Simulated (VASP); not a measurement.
**SnTe: single point with LDA**

SnTe:

```xyz
2
Lattice="0.0000 3.2083 3.2083 3.2083 0.0000 3.2083 3.2083 3.2083 0.0000" Properties=species:S:1:pos:R:3 pbc="T T T"
Sn    0.0000    0.0000    0.0000
Te    3.2083    3.2083    3.2083
```

This cell differs from its parent crystal: volume scaled by 1.05.

```json
{
  "Program": "VASP 6.6.1",
  "Task": "single point",
  "Functional": "LDA",
  "Potentials or basis": "VASP PAW LDA potentials, release 64 (Sn_d, Te)",
  "Cutoff": "520 eV",
  "k mesh": "11 × 11 × 11",
  "Occupations": "fermi-dirac, width 0.08 eV",
  "Spin": "no spin polarisation",
  "Dipole correction": "no",
  "Further INCAR settings": "ALGO = Normal; EDIFF = 1e-07; NBANDS = 17"
}
```

- Pressure: -3.6 GPa

Levels at points of the mesh, in eV from the Fermi level:
| k point | band 8 | band 9 | band 10 | band 11 | band 12 | band 13 |
| --- | --- | --- | --- | --- | --- | --- |
| (0.00, 0.00, 0.00) | -1.93 | -1.93 | -1.93 | 3.21 | 3.21 | 3.21 |

Wall time 65 s on 1 thread of Intel Xeon 6975P-C, with other jobs on the host, peak memory 0.21 GiB.

Caveat: this odd mesh misses L, where the gap lies, so gap, dielectric constants and Born charges aren't listed; spin-orbit coupling is left out, which moves the levels of the heavy elements.
